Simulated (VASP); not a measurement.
## CoO: single point with r2SCAN+U

Crystal: CoO.

```
Co O
1.0
     1.50547    0.86918    2.43993
    -1.50547    0.86918    2.43993
     0.00000   -1.73837    2.43993
Co O
1 1
Cartesian
  0.0000 0.0000 0.0000
  0.0000 0.0000 3.6599
```

| Quantity | Value |
| --- | --- |
| Program | VASP 6.6.1 |
| Task | single point |
| Functional | r2SCAN |
| Potentials or basis | VASP PAW PBE potentials, release 64 (Co, O) |
| Cutoff | 520 eV |
| k mesh | 11 × 11 × 11 |
| Occupations | fermi-dirac, width 0.05 eV |
| Spin | collinear spin, ferromagnetic start |
| Starting moments | [2.0, 0.0] μB |
| Hubbard terms | Co d U = 5.0 eV |
| Dipole correction | no |
| Further INCAR settings | ALGO = Normal; EDIFF = 1e-06; NBANDS = 18 |

```json
{
 "Pressure": "-4.3 GPa",
 "Band gap on the k mesh": "zero (filled and empty bands overlap)",
 "Net moment": "3.00 μB per cell",
 "Site moments": "Co +2.83; O +0.19 μB",
 "Valence electrons inside the program's atomic spheres": "Co 7.81; O 5.05"
}
```

Stress tensor (GPa, compression positive):
```
-3.96  0.00  0.00
 0.00 -3.96  0.00
 0.00  0.00 -4.91
```

Levels at points of the mesh, in eV from the Fermi level:
Spin up:
```tsv
k point	band 7	band 8	band 9	band 10	band 11	band 12
(0.00, 0.00, 0.00)	-3.10	-3.10	-3.04	1.52	17.08	17.08
```
Spin down:
| k point | band 2 | band 3 | band 4 | band 5 | band 6 | band 7 | band 8 | band 9 | band 10 | band 11 |
| --- | --- | --- | --- | --- | --- | --- | --- | --- | --- | --- |
| (0.00, 0.00, 0.00) | -3.90 | -2.60 | -2.60 | -2.54 | -0.93 | -0.93 | 2.27 | 3.08 | 3.08 | 17.86 |

Eigenvalues of the final occupation matrices:
| site | spin | trace | eigenvalues |
| --- | --- | --- | --- |
| site 1 d | 1 | 4.97 | 0.97 0.98 0.98 1.02 1.02 |
| site 1 d | 2 | 2.18 | 0.09 0.09 0.51 0.51 0.97 |

Wall time 3.7 min on 1 thread of AMD EPYC 9R45 96-Core Processor (Zen 5) (shared host), peak memory 0.19 GiB.

Caveat: the cell stands under tension; the PAW data sets were made with another functional, which shifts forces and pressure a little; a cell with one magnetic atom can't hold antiferromagnetic order, which such compounds often take. The state reached can hang on the start; a lower one may exist.
